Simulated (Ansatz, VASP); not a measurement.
**HgTe: VASP beside Ansatz**

The input INCAR:

```
SYSTEM = HgTe
  PREC = Accurate
  ENCUT = 520
  EDIFF = 1E-8
  ISMEAR = -1
  SIGMA = 0.03
  LREAL = .FALSE.
  LASPH = .TRUE.
  NELM = 60
  ALGO = Normal
  ISIF = 2
  LWAVE = .FALSE.
  LCHARG = .FALSE.
  GGA = CA
  LEFG = .TRUE.
  NBANDS = 16
```

KPOINTS

```
Automatic mesh
0
G
  11 11 11
  0 0 0
```

The input POSCAR:

```
HgTe
1.0
    0.0000000000      3.2763536562      3.2763536562
    3.2763536562      0.0000000000      3.2763536562
    3.2763536562      3.2763536562      0.0000000000
Hg Te
1 1
Direct
    0.0000000000      0.0000000000      0.0000000000
    0.7500000000      0.7500000000      0.7500000000
```

Input for Ansatz:

```yaml
crystal:
  lattice:
    - [0.0, 3.2763536562, 3.2763536562]
    - [3.2763536562, 0.0, 3.2763536562]
    - [3.2763536562, 3.2763536562, 0.0]
  atoms:
    - { symbol: Hg, position: [0.0, 0.0, 0.0] }
    - { symbol: Te, position: [0.75, 0.75, 0.75] }
kpoints:
  mp_grid: { grid: [11, 11, 11] }
scf:
  occupations: { method: fermi_dirac, width: 0.03 }
hamiltonian:
  xc: lda
  pseudopotentials: { kind: all_electron, datasets: crystal }
output:
  forces: true
  stress: true
  eigenvalues: true
  efg: { contact_densities: true }
```

Change from the starting cell: volume scaled by 1.05, crystal datasets.

Alike in both runs: task electric field gradients; functional LDA; k mesh 11 × 11 × 11; occupations fermi-dirac, width 0.03 eV; no spin polarisation.

```csv
,VASP,Ansatz
version,VASP 6.6.1,Ansatz 0.2.0
potentials or method,"VASP PAW LDA potentials, release 64 (Hg, Te), cutoff 520 eV","all-electron PAW with datasets made for the crystal, scalar-relativistic"
```

|  | VASP | Ansatz | Ansatz less VASP |
| --- | --- | --- | --- |
| pressure (GPa) | -2.0 | -2.2 | -0.20 |

LDA's correlation is that of Perdew and Zunger in VASP and of Perdew and Wang (1992) in Ansatz. Ansatz ran all-electron here, and VASP with PAW potentials.

Neither program's run includes spin-orbit coupling.
